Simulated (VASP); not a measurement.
KNaF2: single point with r2SCAN

Crystal: KNaF2.

```
Na K F
1.0
     1.75636    1.01403    5.87309
    -1.75636    1.01403    5.87309
     0.00000   -2.02807    5.87309
Na K F
1 1 2
Direct
  0.00000 0.00000 0.00000
  0.50000 0.50000 0.50000
  0.26110 0.26110 0.26110
  0.73890 0.73890 0.73890
```

This cell differs from its parent crystal: volume changed by +3%.

| Quantity | Value |
| --- | --- |
| Program | VASP 6.6.1 |
| Task | single point |
| Functional | r2SCAN |
| Potentials or basis | VASP PAW PBE potentials, release 64 (Na_pv, K_sv, F) |
| Cutoff | 520 eV |
| k mesh | 8 × 8 × 8 |
| Occupations | gaussian, width 0.01 eV |
| Spin | no spin polarisation |

The pressure is -1.4 GPa, the largest force is 0.004 eV/Å and the band gap on the k mesh is 6.83 eV, direct.

Forces in eV/Å, atoms in the order of the input:
```
Na   0.000  0.000  0.000
K    0.000  0.000  0.000
F    0.000  0.000 -0.004
F    0.000  0.000  0.004
```

Levels at points of the mesh, in eV from the valence-band top:
| k point | band 12 | band 13 | band 14 | band 15 | band 16 | band 17 | band 18 | band 19 |
| --- | --- | --- | --- | --- | --- | --- | --- | --- |
| (0.00, 0.00, 0.00) | -0.33 | -0.04 | -0.04 | 0.00 | 6.83 | 9.87 | 11.18 | 12.12 |
| (0.50, 0.00, 0.00) | -0.51 | -0.44 | -0.15 | -0.14 | 9.15 | 10.98 | 11.59 | 12.57 |
| (0.50, 0.50, 0.00) | -0.37 | -0.32 | -0.29 | -0.21 | 9.04 | 11.48 | 11.70 | 12.23 |
| (0.50, 0.50, 0.50) | -0.20 | -0.20 | -0.18 | -0.18 | 8.13 | 8.68 | 10.52 | 12.16 |

Run time: 11 min on 1 thread of Intel(R) Xeon(R) Platinum 8559C (Emerald Rapids), with other jobs on the host, peak memory 0.41 GiB.

Caveat: the PAW data sets were made with another functional, which shifts forces and pressure a little. A k mesh can miss the band edges.
